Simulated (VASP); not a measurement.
# Ta4H3 (I4/mmm) in VASP: a series of runs

The runs below take Ta4H3 through single point, with PBE.

Program: VASP 6.6.1. These are calculated values, not measurements. Logs are shortened: lines on timing, memory, paths and dates and some standing lists are left out, and cuts for length are marked.

**1. The cell of the first run**

Symmetry: I4/mmm, No. 139, tetragonal system. The conventional cell has a = 4.560 Å, b = 4.560 Å, c = 7.603 Å, α = 90.00°, β = 90.00°, γ = 90.00°. Ta (site symmetry 4mm) has 5 H at 1.99 to 2.28 Å within 2.6 Å. Ta (site symmetry mmm) has 4 H at 1.90 to 2.28 Å within 2.5 Å. Within 2.5 Å of H (site symmetry -4m2) lie 6 Ta at 1.90 to 2.28 Å. H (site symmetry 4/mmm) has 6 Ta at 1.99 to 2.28 Å within 2.6 Å.

**2. Single point, PBE**

The input, INCAR:

```
SYSTEM = Ta4H3
ALGO = Normal
EDIFF = 1E-6
ENCUT = 520
GGA = PE
ISIF = 2
ISMEAR = 0
LASPH = .True.
LCHARG = .True.
LELF = .True.
LREAL = .False.
LVHAR = .True.
LWAVE = .False.
NBANDS = 32
NELM = 60
PREC = Accurate
SIGMA = 0.1
```

The input, KPOINTS:

```
k-points
0
Gamma
  10 10 10
  0 0 0
```

The input, POSCAR:

```
Ta4H3
1.0
   -2.2801968714      2.2801968714      3.8015527966
    2.2801968714     -2.2801968714      3.8015527966
    2.2801968714      2.2801968714     -3.8015527966
Ta H
4 3
Direct
    0.2385742309      0.2385742309      0.0000000000
    0.5000000000      0.0000000000      0.5000000000
    0.0000000000      0.5000000000      0.5000000000
    0.7614257691      0.7614257691      0.0000000000
    0.7500000000      0.2500000000      0.5000000000
    0.2500000000      0.7500000000      0.5000000000
    0.5000000000      0.5000000000      0.0000000000
```

Potentials or basis: VASP PAW PBE potentials, release 64 (Ta_pv, H).

Command:

```
cat potpaw_PBE.64/Ta_pv/POTCAR potpaw_PBE.64/H/POTCAR > POTCAR
mpirun -np 1 vasp_std > vasp.out
```

OUTCAR:

```text
SYSTEM = Ta4H3
   EDIFF = 1E-6
   ENCUT = 520
   GGA = PE
   ISIF = 2
   ISMEAR = 0
   LASPH = .True.
   LREAL = .False.
   NELM = 60
   PREC = Accurate

 ion  position               nearest neighbor table
   1  0.239  0.239  0.000-   7 1.99   3 2.91   2 2.91   3 2.91   2 2.91   2 3.02   3 3.02   2 3.02
                             3 3.02   4 3.23   4 3.23   4 3.23   4 3.23
   2  0.500  0.000  0.500-   5 1.90   6 1.90   4 2.91   1 2.91   1 2.91   4 2.91   4 3.02   1 3.02
                             1 3.02   4 3.02   3 3.22   3 3.22   3 3.22   3 3.22
   3  0.000  0.500  0.500-   5 1.90   6 1.90   4 2.91   1 2.91   1 2.91   4 2.91   4 3.02   1 3.02
                             4 3.02   1 3.02   2 3.22   2 3.22   2 3.22   2 3.22
   4  0.761  0.761  0.000-   7 1.99   2 2.91   3 2.91   3 2.91   2 2.91   3 3.02   2 3.02   2 3.02
                             3 3.02   1 3.23   1 3.23   1 3.23   1 3.23
   5  0.750  0.250  0.500-   2 1.90   3 1.90
   6  0.250  0.750  0.500-   2 1.90   3 1.90
   7  0.500  0.500  0.000-   1 1.99   4 1.99

  LATTYP: Found a body centered tetragonal cell.
 ALAT       =     4.5603937428
 C/A-ratio  =     1.6672037596

  Lattice vectors:

 A1 = (  -2.2801968714,   2.2801968714,   3.8015527966)
 A2 = (   2.2801968714,  -2.2801968714,   3.8015527966)
 A3 = (   2.2801968714,   2.2801968714,  -3.8015527966)

Analysis of symmetry for initial positions (statically):
=====================================================================
 Subroutine PRICEL returns:
 Original cell was already a primitive cell.

 Routine SETGRP: Setting up the symmetry group for a
 body centered tetragonal supercell.

 Subroutine GETGRP returns: Found 16 space group operations
 (whereof 16 operations were pure point group operations)
 out of a pool of 16 trial point group operations.

The static configuration has the point symmetry D_4h.

Analysis of symmetry for dynamics (positions and initial velocities):
=====================================================================
 Subroutine PRICEL returns:
 Original cell was already a primitive cell.

 Routine SETGRP: Setting up the symmetry group for a
 body centered tetragonal supercell.

 Subroutine GETGRP returns: Found 16 space group operations
 (whereof 16 operations were pure point group operations)
 out of a pool of 16 trial point group operations.

The dynamic configuration has the point symmetry D_4h.

 Subroutine INISYM returns: Found 16 space group operations
 (whereof 16 operations are pure point group operations),
 and found     1 'primitive' translations

[... 106 lines left out ...]
   EDIFFG = 0.1E-04   stopping-criterion for IOM
   NSW    =      0    number of steps for IOM
   IBRION =     -1    ionic relax: 0-MD 1-quasi-New 2-CG
   NFREE  =      0    steps in history (QN), initial steepest desc. (CG)
   ISIF   =      2    stress and relaxation
   ISYM   =      2    0-nonsym 1-usesym 2-fastsym
   POTIM  = 0.5000    time-step for ionic-motion
   TEBEG  =    0.0;   TEEND  =   0.0 temperature during run
   PSTRESS=    0.0 pullay stress
   NELECT =      47.0000    total number of electrons
   NUPDOWN=      -1.0000    fix difference up-down
   EMIN   =  10.00;   EMAX   =-10.00  energy-range for DOS
   EFERMI =   0.00;   METHOD = LEGACY
   ISMEAR =     0;   SIGMA  =   0.10  broadening in eV -4-tet -1-fermi 0-gaus
   EFERMI_NEDOS =   21; number of points for ismear=-14 and -15
   IALGO  =     38    algorithm
   IMIX   =      4    mixing-type and parameters
     AMIX     =   0.40;   BMIX     =  1.00
     AMIX_MAG =   1.60;   BMIX_MAG =  1.00
  volume/ion in A,a.u.               =      11.29        76.22
  Fermi-wavevector in a.u.,A,eV,Ry     =   1.376530  2.601264 25.780777  1.894834
  Thomas-Fermi vector in A             =   2.501766
   LORBIT       =      0    0 simple, 1 ext, 2 COOP (PROOUT), +10 PAW based schemes
   GGA     = PE    functional components
   LHFCALC =     F    Hartree Fock is set to
   AEXX    =    0.0000 exact exchange contribution
   IVDW    =     0    specifies the selected vdW correction
   LEPSILON=     F    determine dielectric tensor
   LRPA    =     F    only Hartree local field effects (RPA)
 non-spin polarized calculation
 Gauss-broadening in eV      SIGMA  =   0.10
  energy-cutoff  :      520.00
  volume of cell :       79.06
 maximum number of plane-waves:      2144
 NGX is ok and might be reduce to    40
   NGX = 19   NGY = 19   NGZ = 19

 number of electron      47.0000002 magnetization

 Free energy of the ion-electron system (eV)
  ---------------------------------------------------
  ext. energy  EPLUGINS =         0.00000000
  ---------------------------------------------------
  free energy    TOTEN  =       -57.84474065 eV

  energy without entropy =      -57.83217872  energy(sigma->0) =      -57.83845969

 E-fermi :   5.9189     XC(G=0): -12.5426

 val. band max:        5.9136168277   @ k =  -0.4000   0.5000   0.3000
 cond. band min:       5.9208756030   @ k =  -0.2000   0.3000   0.1000
 fundamental gap:      0.0072587754
 Fermi energy:         5.9188536292

 k-point     1 :       0.0000    0.0000    0.0000
  band No.  band energies     occupation
      1     -28.7547      2.00000
      2     -28.4806      2.00000
      3     -28.4806      2.00000
      4     -28.4576      2.00000
      5     -28.4396      2.00000
      6     -28.4396      2.00000
[... 829 lines left out ...]
     31       9.9938      0.00000
     32      10.0558      0.00000

 [... further k-points ...]
[... 5 lines left out ...]
  --------------------------------------------------------------------------------------
  -------------------------------------------------------------------------------------
  Total        0.0545715      0.0545715      0.0891241      0.0000000      0.0000000      0.0000000
  in kB        1.1058874      1.1058874      1.8060921      0.0000000      0.0000000      0.0000000
  external PRESSURE =       1.3392889 kB  Pullay stress =       0.0000000 kB

 VOLUME and BASIS-vectors are now :
 -----------------------------------------------------------------------------
  energy-cutoff  :      520.00
  volume of cell :       79.06
      direct lattice vectors                 reciprocal lattice vectors
    -2.280196871  2.280196871  3.801552797     0.000000000  0.219279311  0.131525202
     2.280196871 -2.280196871  3.801552797     0.219279311  0.000000000  0.131525202
     2.280196871  2.280196871 -3.801552797     0.219279311  0.219279311  0.000000000

 POSITION                                       TOTAL-FORCE (eV/Angst)
 -----------------------------------------------------------------------------------
      0.00000      0.00000      1.81391         0.000000      0.000000     -0.016701
      0.00000      2.28020      0.00000         0.000000      0.000000     -0.000000
      2.28020      0.00000      0.00000         0.000000      0.000000     -0.000000
      0.00000      0.00000      5.78920        -0.000000     -0.000000      0.016701
     -0.00000      2.28020      1.90078         0.000000      0.000000     -0.000000
      2.28020     -0.00000      1.90078         0.000000      0.000000     -0.000000
      0.00000      0.00000      3.80155         0.000000      0.000000     -0.000000
 -----------------------------------------------------------------------------------
    total drift:                                0.000000      0.000000     -0.000000

  FREE ENERGIE OF THE ION-ELECTRON SYSTEM (eV)
  ---------------------------------------------------
  free  energy   TOTEN  =       -57.8447406544 eV

  energy  without entropy=      -57.8321787222  energy(sigma->0) =      -57.83845969
```

Wall time 11 min (1 thread of AMD EPYC 7R13, shared host); peak memory 0.34 GiB.

What came out:

```yaml
Free_energy: -57.8447 eV
Pressure: 0.1 GPa
Largest_force: 0.017 eV/Å
```

Forces on the atoms (eV/Å):
```
Ta   0.000  0.000 -0.017
Ta   0.000  0.000  0.000
Ta   0.000  0.000  0.000
Ta   0.000  0.000  0.017
H    0.000  0.000  0.000
H    0.000  0.000  0.000
H    0.000  0.000  0.000
```

Caveat: spin-orbit coupling is left out, which moves the levels of the heavy elements.

**3. Single point, PBE**

The input, INCAR:

```
ALGO = Normal ; EDIFF = 1E-6
ENCUT = 520 ; GGA = PE
ISIF = 2 ; ISMEAR = 0
LASPH = True ; LCHARG = False
LREAL = False ; LWAVE = False
NBANDS = 32 ; NELM = 80
PREC = Accurate ; SIGMA = 0.2
```

The input, KPOINTS:

```
k-points
0
Gamma
  5 5 5
```

The input, POSCAR:

```
Ta4H3
1.0
   -2.2755075368      2.2755075368      3.8201095504
    2.2755075368     -2.2755075368      3.8201095504
    2.2755075368      2.2755075368     -3.8201095504
Ta H
4 3
Direct
    0.2377636726      0.2377636726      0.0000000000
    0.5000000000      0.0000000000      0.5000000000
    0.0000000000      0.5000000000      0.5000000000
    0.7622363274      0.7622363274      0.0000000000
    0.7500000000      0.2500000000      0.5000000000
    0.2500000000      0.7500000000      0.5000000000
    0.5000000000      0.5000000000      0.0000000000
```

Potentials or basis: VASP PAW PBE potentials, release 64 (Ta_pv, H).

Command:

```
cat potpaw_PBE.64/Ta_pv/POTCAR potpaw_PBE.64/H/POTCAR > POTCAR
mpirun -np 1 vasp_std > vasp.out
```

Wall time 39 s (1 thread of Intel Xeon 6975P-C (Granite Rapids), shared host); peak memory 0.25 GiB.

It converged, with:

```yaml
Free_energy: -57.8557 eV
Pressure: 0.1 GPa
Largest_force: 0.007 eV/Å
```

Forces in eV/Å, atoms in the order of the input:
```
Ta   0.000  0.000 -0.007
Ta   0.000  0.000  0.000
Ta   0.000  0.000  0.000
Ta   0.000  0.000  0.007
H    0.000  0.000  0.000
H    0.000  0.000  0.000
H    0.000  0.000  0.000
```

Stress tensor (GPa, compression positive):
```
0.00 0.00 0.00
0.00 0.00 0.00
0.00 0.00 0.21
```

Levels at points of the mesh, in eV from the Fermi level:
| k point | band 20 | band 21 | band 22 | band 23 | band 24 | band 25 | band 26 | band 27 |
| --- | --- | --- | --- | --- | --- | --- | --- | --- |
| (0.00, 0.00, 0.00) | -1.61 | -1.61 | -0.21 | -0.21 | 1.13 | 1.75 | 1.81 | 1.85 |

Caveat: the k points lie up to 0.39 Å⁻¹ apart; spin-orbit coupling is left out, which moves the levels of the heavy elements.
